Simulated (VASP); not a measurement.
**SiC: relaxation of cell and atoms with LDA**

The system is SiC.

```xyz
8
Lattice="3.0941 0.0000 0.0000 -1.5470 2.6796 0.0000 0.0000 0.0000 10.1296" Properties=species:S:1:pos:R:3 pbc="T T T"
Si    1.5470    0.8932    9.5000
Si    0.0000    1.7864    4.4352
Si    0.0000    0.0000    6.9681
Si    0.0000    0.0000    1.9033
C     1.5470    0.8932    7.5952
C     0.0000    1.7864    2.5304
C     0.0000    0.0000    5.0694
C     0.0000    0.0000    0.0046
```

- Program: VASP 6.6.1
- Task: relaxation of cell and atoms
- Functional: LDA
- Potentials or basis: VASP PAW LDA potentials, release 64 (Si, C)
- Cutoff: 600 eV
- k mesh: 12 × 12 × 2
- Occupations: fermi-dirac, width 0.02 eV
- Spin: no spin polarisation
- Dipole correction: no
- Further INCAR settings: ALGO = Normal; EDIFF = 1e-06; IBRION = 2; EDIFFG = -0.005; NSW = 80; ISIF = 3

```yaml
Relaxed_volume: 10.15 Å³/atom
Relaxed_cell: a = 3.059 Å, b = 3.059 Å, c = 10.016 Å, α = 90.00°, β = 90.00°, γ = 120.00°
Space_group_after_relaxing_to_0.05_Å: P6_3mc (No. 186)
Energy_gained_by_relaxing: 8.1 meV/atom
Ionic_steps: 6
Pressure_after_relaxing: 0.0 GPa
Band_gap_on_the_k_mesh: 2.17 eV, indirect (least direct gap 3.30 eV)
```

Step by step:
| step | energy change (eV) | largest force (eV/Å) | pressure (GPa) | volume (Å³) |
| --- | --- | --- | --- | --- |
| 1 | 0.0000 | 0.0103 | -7.26 | 83.98 |
| 2 | 0.0112 | 0.0357 | 8.80 | 78.33 |
| 3 | -0.0651 | 0.0102 | -0.05 | 81.21 |
| 4 | -0.0651 | 0.0107 | 0.10 | 81.15 |
| 5 | -0.0651 | 0.0099 | -0.09 | 81.22 |
| 6 | -0.0651 | 0.0018 | 0.00 | 81.19 |

Final structure:
```xyz
8
Lattice="3.0594 0.0000 0.0000 -1.5297 2.6495 0.0000 0.0000 0.0000 10.0159" Properties=species:S:1:pos:R:3 pbc="T T T"
Si    1.5297    0.8832    9.3934
Si    0.0000    1.7663    4.3855
Si   -1.5297    2.6495    6.8898
Si    3.0594    0.0000    1.8819
C     1.5297    0.8832    7.5100
C     0.0000    1.7663    2.5020
C     3.0594    0.0000    5.0126
C     0.0000    0.0000    0.0046
```

Levels at points of the mesh, in eV from the valence-band top:
```tsv
k point	band 14	band 15	band 16	band 17	band 18	band 19
(0.00, 0.00, 0.00)	-0.05	0.00	0.00	5.21	5.78	6.42
(0.50, 0.00, 0.00)	-2.24	-1.60	-1.13	2.17	2.30	4.18
(0.00, 0.00, 0.50)	-0.21	-0.21	-0.21	5.42	5.42	6.90
(0.50, 0.00, 0.50)	-2.54	-1.57	-1.57	2.58	2.58	4.17
```

Run time: 5.6 min on 1 thread of Intel(R) Xeon(R) Platinum 8259CL CPU @ 2.50GHz (Skylake/Cascade Lake) (shared host), peak memory 0.23 GiB.

A k mesh can miss the band edges. A hybrid or GW would open this gap; LDA tends to underestimate it.
